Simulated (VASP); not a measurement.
Write the native input for VASP 6.6.1 that does the following.

| Property | Result |
| --- | --- |
| Task | single point |
| Functional | PBE |
| Potentials or basis | VASP PAW PBE potentials, release 64 (Si, Sn_d) |
| Cutoff | 520 eV |
| k mesh | 4 × 4 × 6 |
| Occupations | gaussian, width 0.1 eV |
| Spin | no spin polarisation |
| Dipole correction | no |
| Further INCAR settings | ALGO = Normal; EDIFF = 1e-07; NBANDS = 23 |

The structure of Si4Sn lies in POSCAR:

```
Si4Sn
1.0
    3.4130297300     -4.0930553700      0.0000000000
    3.4130297300      4.0930553700      0.0000000000
    0.0000000000      0.0000000000      3.1100620900
Si Sn
4 1
Direct
    0.7327440800      0.2672559200      0.5000000000
    0.2835574700      0.2835574700      0.0000000000
    0.7164425300      0.7164425300      0.0000000000
    0.2672559200      0.7327440800      0.5000000000
    0.5000000000      0.5000000000      0.5000000000
```

One way to write it, as run:

INCAR

```
SYSTEM = Si4Sn
PREC     = Accurate       ! precision mode
ENCUT    = 520            ! plane-wave cutoff, eV
EDIFF    = 1E-7           ! SCF threshold, eV
ISMEAR   = 0              ! smearing method
SIGMA    = 0.1            ! smearing width, eV
LREAL    = .FALSE.        ! projectors in reciprocal space
LASPH    = .TRUE.         ! aspherical terms in the spheres
NELM     = 100            ! most SCF steps
ALGO     = Normal         ! electronic algorithm
ISIF     = 2              ! what is computed and relaxed
LWAVE    = .FALSE.        ! write WAVECAR
LCHARG   = .FALSE.        ! write CHGCAR
GGA      = PE             ! functional
NBANDS   = 23             ! bands
```

KPOINTS

```
Automatic mesh
0
G
  4 4 6
  0 0 0
```

Potentials or basis: VASP PAW PBE potentials, release 64 (Si, Sn_d).

Run with:

```bash
$ cat potpaw_PBE.64/Si/POTCAR potpaw_PBE.64/Sn_d/POTCAR > POTCAR
$ mpirun -np 1 vasp_std > vasp.out
```

It gave:

```json
{
  "Pressure": "86.1 GPa",
  "Largest force": "19.492 eV/Å",
  "Band gap on the k mesh": "zero (band 15 reaches 11.10 eV, above the bottom of band 16 at 7.79 eV)"
}
```

Caveat: spin-orbit coupling is left out, which moves the levels of the heavy elements; forces of over 1 eV/Å act on the atoms, so gaps and moduli don't describe the material at rest.

Run time: 20 s on 1 thread of Intel(R) Xeon(R) 6975P-C (Granite Rapids), on a shared host, peak memory 0.21 GiB.
